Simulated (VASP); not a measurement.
# ZnInC2N2 (P-1) in VASP: notebook

ZnInC2N2 is run at these levels: PBE; tasks: single point, relaxation of cell and atoms.

All numbers are computed with VASP 6.6.1; they aren't measurements. Logs are shortened: lines on timing, memory, paths and dates and some standing lists are left out, and cuts for length are marked.

## Step 1: The cell of the first run

The typed cell holds 6 atoms: a = 3.240 Å, b = 5.200 Å, c = 8.061 Å, α = 64.71°, β = 89.93°, γ = 54.81°.

## Step 2: Single point, PBE

The input, INCAR:

```
SYSTEM = ZnInC2N2
ALGO = Normal
EDIFF = 1E-6
ENCUT = 520
GGA = PE
ISIF = 2
ISMEAR = 0
LASPH = .True.
LCHARG = .False.
LREAL = .False.
LWAVE = .False.
NBANDS = 30
NELM = 100
PREC = Accurate
SIGMA = 0.1
```

The input, KPOINTS:

```
k-points
0
Gamma
  6 4 2
  0 0 0
```

The input, POSCAR:

```
ZnInC2N2
1.0
    3.1277174559      0.7909545069     -0.2949536618
    1.9245289565      4.8143166394      0.4028500820
   -0.0816105544      3.1306831332      7.4274351989
Zn In C N
1 1 2 2
Direct
    0.5000000000      0.5000000000      0.5000000000
    0.0000000000      0.0000000000      0.0000000000
    0.9373537128      0.0528809812      0.2892930012
    0.0626462872      0.9471190188      0.7107069988
    0.6450358259      0.3440809044      0.2787812598
    0.3549641741      0.6559190956      0.7212187402
```

Potentials or basis: VASP PAW PBE potentials, release 64 (Zn, In_d, C, N).

Started as:

```
$ cat potpaw_PBE.64/Zn/POTCAR potpaw_PBE.64/In_d/POTCAR potpaw_PBE.64/C/POTCAR potpaw_PBE.64/N/POTCAR > POTCAR
$ mpirun -np 1 vasp_std > vasp.out
```

OUTCAR:

```text
SYSTEM = ZnInC2N2
   EDIFF = 1E-6
   ENCUT = 520
   GGA = PE
   ISIF = 2
   ISMEAR = 0
   LASPH = .True.
   LREAL = .False.
   NELM = 100
   PREC = Accurate

 ion  position               nearest neighbor table
   1  0.500  0.500  0.500-   4 2.07   3 2.07   6 2.20   5 2.20   2 3.44   2 3.44
   2  0.000  0.000  0.000-   3 2.46   4 2.46   5 2.51   6 2.51   1 3.44   1 3.44
   3  0.937  0.053  0.289-   5 1.20   1 2.07   2 2.46
   4  0.063  0.947  0.711-   6 1.20   1 2.07   2 2.46
   5  0.645  0.344  0.279-   3 1.20   1 2.20   2 2.51
   6  0.355  0.656  0.721-   4 1.20   1 2.20   2 2.51

  LATTYP: Found a triclinic cell.
 ALAT       =     4.2569984119
 B/A-ratio  =     2.7403466567
 C/A-ratio  =     2.9509194868
 COS(alpha) =     0.0008904190
 COS(beta)  =     0.6437476357
 COS(gamma) =     0.7506123968

  Lattice vectors:

 A1 = (   1.2031884994,  -4.0233621325,  -0.6978037438)
 A2 = (   6.6556723997,  -8.1484487574,   5.0390703057)
 A3 = (  -4.9706358580,  -8.7359542795,  -7.5353316191)

Analysis of symmetry for initial positions (statically):
=====================================================================
 Subroutine PRICEL returns:
 Original cell was already a primitive cell.

 Routine SETGRP: Setting up the symmetry group for a
 triclinic supercell.

 Subroutine GETGRP returns: Found  2 space group operations
 (whereof  2 operations were pure point group operations)
 out of a pool of  2 trial point group operations.

The static configuration has the point symmetry S_2 .

Analysis of symmetry for dynamics (positions and initial velocities):
=====================================================================
 Subroutine PRICEL returns:
 Original cell was already a primitive cell.

 Routine SETGRP: Setting up the symmetry group for a
 triclinic supercell.

 Subroutine GETGRP returns: Found  2 space group operations
 (whereof  2 operations were pure point group operations)
 out of a pool of  2 trial point group operations.

The dynamic configuration has the point symmetry S_2 .

 Subroutine INISYM returns: Found  2 space group operations
 (whereof  2 operations are pure point group operations),
 and found     1 'primitive' translations

----------------------------------------------------------------------------------------

                                     Primitive cell

  volume of cell :      94.6712

  direct lattice vectors                    reciprocal lattice vectors
[... 97 lines left out ...]
   EDIFFG = 0.1E-04   stopping-criterion for IOM
   NSW    =      0    number of steps for IOM
   IBRION =     -1    ionic relax: 0-MD 1-quasi-New 2-CG
   NFREE  =      0    steps in history (QN), initial steepest desc. (CG)
   ISIF   =      2    stress and relaxation
   ISYM   =      2    0-nonsym 1-usesym 2-fastsym
   POTIM  = 0.5000    time-step for ionic-motion
   TEBEG  =    0.0;   TEEND  =   0.0 temperature during run
   PSTRESS=    0.0 pullay stress
   NELECT =      43.0000    total number of electrons
   NUPDOWN=      -1.0000    fix difference up-down
   EMIN   =  10.00;   EMAX   =-10.00  energy-range for DOS
   EFERMI =   0.00;   METHOD = LEGACY
   ISMEAR =     0;   SIGMA  =   0.10  broadening in eV -4-tet -1-fermi 0-gaus
   EFERMI_NEDOS =   21; number of points for ismear=-14 and -15
   IALGO  =     38    algorithm
   IMIX   =      4    mixing-type and parameters
     AMIX     =   0.40;   BMIX     =  1.00
     AMIX_MAG =   1.60;   BMIX_MAG =  1.00
  volume/ion in A,a.u.               =      15.78       106.48
  Fermi-wavevector in a.u.,A,eV,Ry     =   1.258418  2.378066 21.546417  1.583617
  Thomas-Fermi vector in A             =   2.392029
   LORBIT       =      0    0 simple, 1 ext, 2 COOP (PROOUT), +10 PAW based schemes
   GGA     = PE    functional components
   LHFCALC =     F    Hartree Fock is set to
   AEXX    =    0.0000 exact exchange contribution
   IVDW    =     0    specifies the selected vdW correction
   LEPSILON=     F    determine dielectric tensor
   LRPA    =     F    only Hartree local field effects (RPA)
 non-spin polarized calculation
 Gauss-broadening in eV      SIGMA  =   0.10
  energy-cutoff  :      520.00
  volume of cell :       94.67
 maximum number of plane-waves:      2578
   NGX = 13   NGY = 19   NGZ = 29

 number of electron      42.9999995 magnetization

 Free energy of the ion-electron system (eV)
  ---------------------------------------------------
  ext. energy  EPLUGINS =         0.00000000
  ---------------------------------------------------
  free energy    TOTEN  =       -35.87584674 eV

  energy without entropy =      -35.87554638  energy(sigma->0) =      -35.87569656

 E-fermi :   3.4896     XC(G=0):  -9.4605

 val. band max:        3.3318639965   @ k =   0.0000   0.0000   0.0000
 cond. band min:       3.6771039309   @ k =  -0.3333   0.2500  -0.0000
 fundamental gap:      0.3452399344
 Fermi energy:         3.4895957260

 k-point     1 :       0.0000    0.0000    0.0000
  band No.  band energies     occupation
      1     -15.5111      2.00000
      2     -15.2051      2.00000
      3     -11.2137      2.00000
      4     -11.1454      2.00000
      5     -11.0506      2.00000
      6     -10.9325      2.00000
[... 781 lines left out ...]
     29      10.7303      0.00000
     30      11.6050      0.00000

 [... further k-points ...]

------------------------ aborting loop because EDIFF is reached ----------------------------------------

  FORCE on cell =-STRESS in cart. coord.  units (eV):
  Direction    XX          YY          ZZ          XY          YZ          ZX
  --------------------------------------------------------------------------------------
  -------------------------------------------------------------------------------------
  Total        0.0223324      0.7527980     -0.0072535     -0.1074965      0.0787887      0.0227892
  in kB        0.3779441     12.7400542     -0.1227553     -1.8192281      1.3333885      0.3856752
  external PRESSURE =       4.3317477 kB  Pullay stress =       0.0000000 kB

 VOLUME and BASIS-vectors are now :
 -----------------------------------------------------------------------------
  energy-cutoff  :      520.00
  volume of cell :       94.67
      direct lattice vectors                 reciprocal lattice vectors
     3.127717456  0.790954507 -0.294953662     0.364385795 -0.151336370  0.067792439
     1.924528957  4.814316639  0.402850082    -0.071808238  0.245131098 -0.104112400
    -0.081610554  3.130683133  7.427435199     0.018365004 -0.019305224  0.142974969

 POSITION                                       TOTAL-FORCE (eV/Angst)
 -----------------------------------------------------------------------------------
      2.48532      4.36798      3.76767        -0.000000      0.000000     -0.000000
      0.00000      0.00000      0.00000        -0.000000      0.000000     -0.000000
      3.00994      1.90167      1.89353         0.064447     -0.209146     -0.045102
      1.96070      6.83428      5.64180        -0.064447      0.209146      0.045102
      2.65693      3.03948      2.01899        -0.072861      0.225909      0.020855
      2.31370      5.69647      5.51634         0.072861     -0.225909     -0.020855
 -----------------------------------------------------------------------------------
    total drift:                               -0.000000      0.000000     -0.000000

  FREE ENERGIE OF THE ION-ELECTRON SYSTEM (eV)
  ---------------------------------------------------
  free  energy   TOTEN  =       -35.8758467429 eV

  energy  without entropy=      -35.8755463841  energy(sigma->0) =      -35.87569656
```

Wall time 2.1 min (1 thread of Intel Xeon 6975P-C (Granite Rapids), shared host); peak memory 0.27 GiB.

Results:

| Item | Value |
| --- | --- |
| Free energy | -35.8758 eV |
| Pressure | 0.4 GPa |
| Largest force | 0.238 eV/Å |
| Band gap on the k mesh | zero (an odd number of electrons rules out a gap without spin polarisation) |

Forces on the atoms (eV/Å):
```
Zn   0.000  0.000  0.000
In   0.000  0.000  0.000
C    0.064 -0.209 -0.045
C   -0.064  0.209  0.045
N   -0.073  0.226  0.021
N    0.073 -0.226 -0.021
```

Caveat: the k points lie up to 0.46 Å⁻¹ apart, too coarse for converged energies and pressures of a metal; spin-orbit coupling is left out, which moves the levels of the heavy elements.

(Continued in part 2 of 2.)

The gap in the log of VASP goes by the Fermi energy; the results here count the filled bands.